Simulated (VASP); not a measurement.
# Mg2GeN3 (P-3m1) in VASP: notebook

The runs below take Mg2GeN3 through single point, relaxation of cell and atoms, with PBE.

Program: VASP 6.6.1. These are calculated values, not measurements. Logs are shortened: lines on timing, memory, paths and dates and some standing lists are left out, and cuts for length are marked.

## Step 1: The cell of the first run

It takes space group P-3m1 (No. 164, trigonal). The conventional cell has a = 3.001 Å, b = 3.001 Å, c = 7.736 Å, α = 90.00°, β = 90.00°, γ = 120.00°. Mg (site symmetry 3m) has 6 N at 2.16 to 2.27 Å within 2.9 Å. Ge (site symmetry -3m) has 6 N at 2.06 Å within 2.7 Å. N (site symmetry 3m) has 3 Ge at 2.06 Å and 3 Mg at 2.27 Å within 2.7 Å. Within 2.9 Å of N (site symmetry -3m) lie 6 Mg at 2.16 Å.

## Step 2: Single point, PBE

INCAR reads:

```
SYSTEM = Mg2GeN3
  PREC = Accurate
  ENCUT = 520
  EDIFF = 1E-7
  ISMEAR = 0
  SIGMA = 0.2
  LREAL = .False.
  LASPH = .True.
  NELM = 80
  ALGO = Normal
  ISIF = 2
  LWAVE = .False.
  LCHARG = .True.
  GGA = PE
  LELF = .True.
  LVHAR = .True.
  NBANDS = 26
```

KPOINTS reads:

```
Automatic mesh
0
Gamma
  5 5 2
  0 0 0
```

POSCAR reads:

```
Mg2GeN3
1.0
    3.0011706396      0.0000000000      0.0000000000
   -1.5005853198      2.5990900150      0.0000000000
    0.0000000000      0.0000000000      7.7356701522
Mg Ge N
2 1 3
Direct
    0.3333333333      0.6666666667      0.6673928794
    0.6666666667      0.3333333333      0.3326071206
    0.0000000000      0.0000000000      0.0000000000
    0.3333333333      0.6666666667      0.1434271735
    0.6666666667      0.3333333333      0.8565728265
    0.0000000000      0.0000000000      0.5000000000
```

Potentials or basis: VASP PAW PBE potentials, release 64 (Mg, Ge_d, N).

Launch:

```sh
> cat potpaw_PBE.64/Mg/POTCAR potpaw_PBE.64/Ge_d/POTCAR potpaw_PBE.64/N/POTCAR > POTCAR
> mpirun -np 1 vasp_std > vasp.out
```

OUTCAR:

```text
SYSTEM = Mg2GeN3
   PREC = Accurate
   ENCUT = 520
   EDIFF = 1E-7
   ISMEAR = 0
   LREAL = .False.
   LASPH = .True.
   NELM = 80
   ISIF = 2
   GGA = PE

 ion  position               nearest neighbor table
   1  0.333  0.667  0.667-   6 2.16   6 2.16   6 2.16   5 2.27   5 2.27   5 2.27   3 3.10   3 3.10
                             3 3.10   2 3.12   2 3.12   2 3.12
   2  0.667  0.333  0.333-   6 2.16   6 2.16   6 2.16   4 2.27   4 2.27   4 2.27   3 3.10   3 3.10
                             3 3.10   1 3.12   1 3.12   1 3.12
   3  0.000  0.000  0.000-   4 2.06   5 2.06   5 2.06   4 2.06   5 2.06   4 2.06   1 3.10   2 3.10
                             1 3.10   2 3.10   2 3.10   1 3.10
   4  0.333  0.667  0.143-   3 2.06   3 2.06   3 2.06   2 2.27   2 2.27   2 2.27
   5  0.667  0.333  0.857-   3 2.06   3 2.06   3 2.06   1 2.27   1 2.27   1 2.27
   6  0.000  0.000  0.500-   1 2.16   2 2.16   2 2.16   1 2.16   2 2.16   1 2.16

  LATTYP: Found a hexagonal cell.
 ALAT       =     3.0011706396
 C/A-ratio  =     2.5775509230

  Lattice vectors:

 A1 = (   3.0011706396,   0.0000000000,   0.0000000000)
 A2 = (  -1.5005853198,   2.5990900150,   0.0000000000)
 A3 = (   0.0000000000,   0.0000000000,   7.7356701522)

Analysis of symmetry for initial positions (statically):
=====================================================================
 Subroutine PRICEL returns:
 Original cell was already a primitive cell.

 Routine SETGRP: Setting up the symmetry group for a
 hexagonal supercell.

 Subroutine GETGRP returns: Found 12 space group operations
 (whereof 12 operations were pure point group operations)
 out of a pool of 24 trial point group operations.

The static configuration has the point symmetry D_3d.

Analysis of symmetry for dynamics (positions and initial velocities):
=====================================================================
 Subroutine PRICEL returns:
 Original cell was already a primitive cell.

 Routine SETGRP: Setting up the symmetry group for a
 hexagonal supercell.

 Subroutine GETGRP returns: Found 12 space group operations
 (whereof 12 operations were pure point group operations)
 out of a pool of 24 trial point group operations.

The dynamic configuration has the point symmetry D_3d.

 Subroutine INISYM returns: Found 12 space group operations
 (whereof 12 operations are pure point group operations),
 and found     1 'primitive' translations

----------------------------------------------------------------------------------------

                                     Primitive cell

  volume of cell :      60.3406

  direct lattice vectors                    reciprocal lattice vectors
     3.001170640  0.000000000  0.000000000     0.333203313  0.192375022  0.000000000
    -1.500585320  2.599090015  0.000000000     0.000000000  0.384750045  0.000000000
     0.000000000  0.000000000  7.735670152     0.000000000  0.000000000  0.129271282

  length of vectors
     3.001170640  3.001170640  7.735670152     0.384750045  0.384750045  0.129271282

  position of ions in fractional coordinates (direct lattice)
     0.333333333  0.666666667  0.667392879
     0.666666667  0.333333333  0.332607121
     0.000000000  0.000000000  0.000000000
     0.333333333  0.666666667  0.143427174
     0.666666667  0.333333333  0.856572826
     0.000000000  0.000000000  0.500000000

  ion indices of the primitive-cell ions
   primitive index   ion index
                 1           1
                 2           2
                 3           3
                 4           4
                 5           5
                 6           6

----------------------------------------------------------------------------------------

 KPOINTS: Automatic mesh

Automatic generation of k-mesh.
 Grid dimensions read from file:
 generate k-points for:    5    5    2

 Generating k-lattice:

  Cartesian coordinates                     Fractional coordinates (reciprocal lattice)
     0.066640663  0.038475004  0.000000000     0.200000000 -0.000000000  0.000000000
     0.000000000  0.076950009  0.000000000     0.000000000  0.200000000  0.000000000
     0.000000000  0.000000000  0.064635641     0.000000000  0.000000000  0.500000000

  Length of vectors
     0.076950009  0.076950009  0.064635641

  Shift w.r.t. Gamma in fractional coordinates (k-lattice)
     0.000000000  0.000000000  0.000000000

 Subroutine IBZKPT returns following result:
 ===========================================

 Found     10 irreducible k-points:

 Following reciprocal coordinates:
            Coordinates               Weight
  0.000000  0.000000  0.000000      1.000000
  0.200000  0.000000  0.000000      6.000000
  0.400000  0.000000  0.000000      6.000000
  0.200000  0.200000  0.000000      6.000000
  0.400000  0.200000  0.000000      6.000000
  0.000000  0.000000  0.500000      1.000000
  0.200000  0.000000  0.500000      6.000000
  0.400000  0.000000  0.500000      6.000000
  0.200000  0.200000  0.500000      6.000000
  0.400000  0.200000  0.500000      6.000000
   k-points           NKPTS =     10   k-points in BZ     NKDIM =     10   number of bands    NBANDS=     26
   number of dos      NEDOS =    301   number of ions     NIONS =      6
   total plane-waves  NPLWV =  34560
   dimension x,y,z NGX =    24 NGY =   24 NGZ =   60
   dimension x,y,z NGXF=    48 NGYF=   48 NGZF=  120
   ions per type =               2   1   3
   NGX,Y,Z   is equivalent  to a cutoff of  13.29, 13.29, 12.89 a.u.
   NGXF,Y,Z  is equivalent  to a cutoff of  26.59, 26.59, 25.79 a.u.
 SYSTEM =  Mg2GeN3
   PREC   = accura    normal or accurate (medium, high low for compatibility)
   ISTART =      0    job   : 0-new  1-cont  2-samecut
   ICHARG =      2    charge: 1-file 2-atom 10-const
   ISPIN  =      1    spin polarized calculation?
   LNONCOLLINEAR =      F non collinear calculations
   LSORBIT =      F    spin-orbit coupling
   LASPH  =      T    aspherical Exc in radial PAW
   ENCUT  =  520.0 eV  38.22 Ry    6.18 a.u.   5.58  5.58 14.38*2*pi/ulx,y,z
   NELM   =     80;   NELMIN=  2; NELMDL= -5     # of ELM steps
   EDIFF  = 0.1E-06   stopping-criterion for ELM
   LREAL  =      F    real-space projection
   EDIFFG = 0.1E-05   stopping-criterion for IOM
   NSW    =      0    number of steps for IOM
   IBRION =     -1    ionic relax: 0-MD 1-quasi-New 2-CG
   NFREE  =      0    steps in history (QN), initial steepest desc. (CG)
   ISIF   =      2    stress and relaxation
   ISYM   =      2    0-nonsym 1-usesym 2-fastsym
   POTIM  = 0.5000    time-step for ionic-motion
   TEBEG  =    0.0;   TEEND  =   0.0 temperature during run
   PSTRESS=    0.0 pullay stress
   NELECT =      33.0000    total number of electrons
   NUPDOWN=      -1.0000    fix difference up-down
   EMIN   =  10.00;   EMAX   =-10.00  energy-range for DOS
   EFERMI =   0.00;   METHOD = LEGACY
   ISMEAR =     0;   SIGMA  =   0.20  broadening in eV -4-tet -1-fermi 0-gaus
   EFERMI_NEDOS =   21; number of points for ismear=-14 and -15
   IALGO  =     38    algorithm
   IMIX   =      4    mixing-type and parameters
     AMIX     =   0.40;   BMIX     =  1.00
     AMIX_MAG =   1.60;   BMIX_MAG =  1.00
  volume/ion in A,a.u.               =      10.06        67.87
  Fermi-wavevector in a.u.,A,eV,Ry     =   1.338781  2.529929 24.386187  1.792334
  Thomas-Fermi vector in A             =   2.467224
   LORBIT       =      0    0 simple, 1 ext, 2 COOP (PROOUT), +10 PAW based schemes
   GGA     = PE    functional components
   LHFCALC =     F    Hartree Fock is set to
   AEXX    =    0.0000 exact exchange contribution
   IVDW    =     0    specifies the selected vdW correction
   LEPSILON=     F    determine dielectric tensor
   LRPA    =     F    only Hartree local field effects (RPA)
 non-spin polarized calculation
 Gauss-broadening in eV      SIGMA  =   0.20
  energy-cutoff  :      520.00
  volume of cell :       60.34
 maximum number of plane-waves:      1685
 NGX is ok and might be reduce to    24
   NGX = 11   NGY = 11   NGZ = 29

 number of electron      33.0000014 magnetization

 Free energy of the ion-electron system (eV)
  ---------------------------------------------------
  ext. energy  EPLUGINS =         0.00000000
  ---------------------------------------------------
  free energy    TOTEN  =       -34.15239071 eV

  energy without entropy =      -34.08974348  energy(sigma->0) =      -34.12106710

 E-fermi :   5.3978     XC(G=0): -11.5653

 val. band max:        5.3538761563   @ k =   0.4000   0.0000   0.5000
 cond. band min:       5.4440420278   @ k =   0.0000   0.0000   0.0000
 fundamental gap:      0.0901658715
 Fermi energy:         5.3977807537

 k-point     1 :       0.0000    0.0000    0.0000
  band No.  band energies     occupation
      1     -18.6023      2.00000
      2     -18.6023      2.00000
      3     -18.6013      2.00000
      4     -18.5363      2.00000
      5     -18.5363      2.00000
      6     -11.6086      2.00000
[... 18 lines left out ...]
     25      18.9844      0.00000
     26      19.3189      0.00000

 k-point     2 :       0.2000    0.0000    0.0000
  band No.  band energies     occupation
      1     -18.6366      2.00000
      2     -18.5768      2.00000
      3     -18.5753      2.00000
      4     -18.5556      2.00000
      5     -18.5347      2.00000
      6     -10.9281      2.00000
[... 18 lines left out ...]
     25      16.4804      0.00000
     26      17.1510      0.00000

 k-point     3 :       0.4000    0.0000    0.0000
  band No.  band energies     occupation
      1     -18.6998      2.00000
      2     -18.5923      2.00000
      3     -18.5662      2.00000
      4     -18.5253      2.00000
      5     -18.4967      2.00000
      6      -9.1270      2.00000
[... 166 lines left out ...]
 k-point     9 :       0.2000    0.2000    0.5000
  band No.  band energies     occupation
      1     -18.6618      2.00000
      2     -18.5872      2.00000
      3     -18.5690      2.00000
      4     -18.5547      2.00000
      5     -18.5084      2.00000
      6      -9.6441      2.00000
[... 18 lines left out ...]
     25      16.4076      0.00000
     26      16.6841      0.00000

 k-point    10 :       0.4000    0.2000    0.5000
  band No.  band energies     occupation
      1     -18.6758      2.00000
      2     -18.5974      2.00000
      3     -18.5743      2.00000
      4     -18.5226      2.00000
      5     -18.5133      2.00000
      6      -8.0723      2.00000
[... 18 lines left out ...]
     25      15.9938      0.00000
     26      17.1271      0.00000

------------------------ aborting loop because EDIFF is reached ----------------------------------------

  FORCE on cell =-STRESS in cart. coord.  units (eV):
  Direction    XX          YY          ZZ          XY          YZ          ZX
  --------------------------------------------------------------------------------------
  -------------------------------------------------------------------------------------
  Total       -0.0735782     -0.0735782     -0.1563412      0.0000000      0.0000000     -0.0000000
  in kB       -1.9536623     -1.9536623     -4.1512051      0.0000000      0.0000000     -0.0000000
  external PRESSURE =      -2.6861766 kB  Pullay stress =       0.0000000 kB

 VOLUME and BASIS-vectors are now :
 -----------------------------------------------------------------------------
  energy-cutoff  :      520.00
  volume of cell :       60.34
      direct lattice vectors                 reciprocal lattice vectors
     3.001170640  0.000000000  0.000000000     0.333203313  0.192375022  0.000000000
    -1.500585320  2.599090015  0.000000000     0.000000000  0.384750045  0.000000000
     0.000000000  0.000000000  7.735670152     0.000000000  0.000000000  0.129271282

 POSITION                                       TOTAL-FORCE (eV/Angst)
 -----------------------------------------------------------------------------------
     -0.00000      1.73273      5.16273         0.000000      0.000000     -0.050987
      1.50059      0.86636      2.57294        -0.000000      0.000000      0.050987
      0.00000      0.00000      0.00000         0.000000      0.000000      0.000000
     -0.00000      1.73273      1.10951        -0.000000     -0.000000      0.037086
      1.50059      0.86636      6.62616         0.000000      0.000000     -0.037086
      0.00000      0.00000      3.86784         0.000000      0.000000      0.000000
 -----------------------------------------------------------------------------------
    total drift:                                0.000000     -0.000000      0.000000

  FREE ENERGIE OF THE ION-ELECTRON SYSTEM (eV)
  ---------------------------------------------------
  free  energy   TOTEN  =       -34.1523907089 eV

  energy  without entropy=      -34.0897434836  energy(sigma->0) =      -34.12106710
```

Wall time 40 s (1 thread of Oxide Virtual Turin-like, shared host); peak memory 0.15 GiB.

Results:

* Free energy: -34.1524 eV
* Pressure: -0.3 GPa
* Largest force: 0.051 eV/Å

Forces on the atoms (eV/Å):
```
Mg   0.000  0.000 -0.051
Mg   0.000  0.000  0.051
Ge   0.000  0.000  0.000
N    0.000  0.000  0.037
N    0.000  0.000 -0.037
N    0.000  0.000  0.000
```

Levels at points of the mesh, in eV from the Fermi level:
```tsv
k point	band 14	band 15	band 16	band 17	band 18	band 19	band 20	band 21
(0.00, 0.00, 0.00)	-0.32	0.05	0.72	0.72	3.14	5.17	7.14	8.88
(0.00, 0.00, 0.50)	-0.34	-0.34	0.72	0.72	3.90	5.12	6.82	8.88
```

Caveat: the k points lie up to 0.48 Å⁻¹ apart.

## Step 3: Single point, PBE

INCAR reads:

```
SYSTEM = Mg2GeN3
  PREC = Accurate
  ENCUT = 520
  EDIFF = 1E-7
  ISMEAR = 0
  SIGMA = 0.1
  LREAL = .False.
  LASPH = .True.
  NELM = 80
  ALGO = Normal
  ISIF = 2
  LWAVE = .False.
  LCHARG = .False.
  GGA = PE
  NBANDS = 26
```

KPOINTS reads:

```
regular mesh
0
Gamma
  12 12 4
  0 0 0
```

POSCAR reads:

```
Mg2GeN3
1.0
    3.0032302806      0.0000000000      0.0000000000
   -1.5016151403      2.6008737164      0.0000000000
    0.0000000000      0.0000000000      7.7285017107
Mg Ge N
2 1 3
Direct
    0.3333333333      0.6666666667      0.6674184257
    0.6666666667      0.3333333333      0.3325815743
    0.0000000000      0.0000000000      0.0000000000
    0.3333333333      0.6666666667      0.1438157148
    0.6666666667      0.3333333333      0.8561842852
    0.0000000000      0.0000000000      0.5000000000
```

Potentials or basis: VASP PAW PBE potentials, release 64 (Mg, Ge_d, N).

Launch:

```sh
> cat potpaw_PBE.64/Mg/POTCAR potpaw_PBE.64/Ge_d/POTCAR potpaw_PBE.64/N/POTCAR > POTCAR
> mpirun -np 1 vasp_std > vasp.out
```

Wall time 3.8 min (1 thread of Oxide Virtual Turin-like, shared host); peak memory 0.22 GiB.

Results (log left out):

- Free energy: -34.0949 eV
- Pressure: -0.3 GPa
- Largest force: 0.038 eV/Å

Forces on the atoms (eV/Å):
```
Mg   0.000  0.000  0.008
Mg   0.000  0.000 -0.008
Ge   0.000  0.000  0.000
N    0.000  0.000  0.038
N    0.000  0.000 -0.038
N    0.000  0.000  0.000
```

Stress tensor (GPa, compression positive):
```
-0.27  0.00  0.00
 0.00 -0.27  0.00
 0.00  0.00 -0.43
```

Levels at points of the mesh, in eV from the Fermi level:
```
           k point  band 15  band 16  band 17  band 18  band 19  band 20
(0.00, 0.00, 0.00)     0.13     0.76     0.76     3.22     5.25     7.20
(0.50, 0.00, 0.00)    -1.25    -0.40    -0.19     2.84     6.58     7.07
(0.00, 0.00, 0.50)    -0.25     0.76     0.76     3.98     5.20     6.90
(0.50, 0.00, 0.50)    -0.52    -0.33    -0.06     3.11     5.86     7.89
```

## Step 4: Relaxation of cell and atoms, PBE

INCAR reads:

```
SYSTEM = Mg2GeN3
  ALGO = Normal
  EDIFF = 1E-7
  EDIFFG = -0.01
  ENCUT = 600
  GGA = PE
  IBRION = 2
  ISIF = 3
  ISMEAR = 0
  LASPH = .True.
  LCHARG = .False.
  LREAL = .False.
  LWAVE = .False.
  NELM = 100
  NSW = 100
  PREC = Accurate
  SIGMA = 0.1
```

KPOINTS reads:

```
k-points
0
Gamma
  12 12 4
  0 0 0
```

POSCAR reads:

```
Mg2GeN3
1.0
    3.0011706396      0.0000000000      0.0000000000
   -1.5005853198      2.5990900150      0.0000000000
    0.0000000000      0.0000000000      7.7356701522
Mg Ge N
2 1 3
Direct
    0.3333333333      0.6666666667      0.6673928794
    0.6666666667      0.3333333333      0.3326071206
    0.0000000000      0.0000000000      0.0000000000
    0.3333333333      0.6666666667      0.1434271735
    0.6666666667      0.3333333333      0.8565728265
    0.0000000000      0.0000000000      0.5000000000
```

Launch:

```sh
> cat potpaw_PBE.64/Mg/POTCAR potpaw_PBE.64/Ge_d/POTCAR potpaw_PBE.64/N/POTCAR > POTCAR
> mpirun -np 1 vasp_std > vasp.out
```

Wall time 9.5 min (1 thread of Oxide Virtual Turin-like, shared host); peak memory 0.24 GiB.

Results (log left out):

```
Free energy                            : -34.1005 eV
Relaxed volume                         : 10.03 Å³/atom
Relaxed cell                           : a = 3.001 Å, b = 3.001 Å, c = 7.718 Å, α = 90.00°, β = 90.00°, γ = 120.00°
Space group after relaxing (to 0.05 Å) : P-3m1 (No. 164)
Energy gained by relaxing              : 0.1 meV/atom
Ionic steps                            : 4
Pressure after relaxing                : 0.0 GPa
Largest force after relaxing           : 0.007 eV/Å
```

Forces in eV/Å, atoms in the order of the input:
```
Mg   0.000  0.000 -0.002
Mg   0.000  0.000  0.002
Ge   0.000  0.000  0.000
N    0.000  0.000 -0.007
N    0.000  0.000  0.007
N    0.000  0.000  0.000
```

Stress tensor (GPa, compression positive):
```
-0.01  0.00  0.00
 0.00 -0.01  0.00
 0.00  0.00 -0.09
```

Step by step:
| step | energy change (eV) | largest force (eV/Å) | pressure (GPa) | volume (Å³) |
| --- | --- | --- | --- | --- |
| 1 | 0.0000 | 0.0945 | -0.28 | 60.34 |
| 2 | -0.0008 | 0.0230 | 0.02 | 60.19 |
| 3 | -0.0008 | 0.0033 | 0.10 | 60.15 |
| 4 | -0.0008 | 0.0066 | -0.04 | 60.19 |

Final structure:
```yaml
crystal:
  lattice:
    - [3.00104, 0.00000, 0.00000]
    - [-1.50052, 2.59897, 0.00000]
    - [0.00000, 0.00000, 7.71765]
  atoms:
    - { symbol: Mg, position: [0.33333, 0.66667, 0.66755] }
    - { symbol: Mg, position: [0.66667, 0.33333, 0.33245] }
    - { symbol: Ge, position: [0.00000, 0.00000, 0.00000] }
    - { symbol: N, position: [0.33333, 0.66667, 0.14423] }
    - { symbol: N, position: [0.66667, 0.33333, 0.85577] }
    - { symbol: N, position: [0.00000, 0.00000, 0.50000] }
```

Levels at points of the mesh, in eV from the Fermi level:
| k point | band 13 | band 14 | band 15 | band 16 | band 17 | band 18 | band 19 | band 20 |
| --- | --- | --- | --- | --- | --- | --- | --- | --- |
| (0.00, 0.00, 0.00) | -0.23 | -0.23 | 0.14 | 0.76 | 0.76 | 3.24 | 5.26 | 7.24 |
| (0.50, 0.00, 0.00) | -2.16 | -1.35 | -1.26 | -0.41 | -0.18 | 2.84 | 6.58 | 7.08 |
| (0.00, 0.00, 0.50) | -0.33 | -0.25 | -0.25 | 0.76 | 0.76 | 4.00 | 5.20 | 6.95 |
| (0.50, 0.00, 0.50) | -2.74 | -2.07 | -0.53 | -0.33 | -0.06 | 3.11 | 5.87 | 7.91 |

## Step 5: Summary

```csv
task,cell,k mesh,cutoff (eV),smearing,gap on the mesh (eV),pressure (GPa),largest force (eV/Å)
single point,"a = 3.001, b = 3.001, c = 7.736 Å, angles 90.0, 90.0, 120.0°, 6 atoms",5 × 5 × 2,520,gaussian 0.2 eV,none,-0.3,0.05
single point,"a = 3.003, b = 3.003, c = 7.729 Å, angles 90.0, 90.0, 120.0°, 6 atoms",12 × 12 × 4,520,gaussian 0.1 eV,none,-0.3,0.04
relaxation of cell and atoms,"relaxed from a = 3.001, b = 3.001, c = 7.736 Å, angles 90.0, 90.0, 120.0°, 6 atoms",12 × 12 × 4,600,gaussian 0.1 eV,none,0.0,0.01
```

Alike in all rows: level PBE; potentials or basis VASP PAW PBE potentials, release 64 (Mg, Ge_d, N); no spin polarisation.

Caveats: some runs use coarse meshes.

Absolute energies hang on the potentials; compare differences alone.
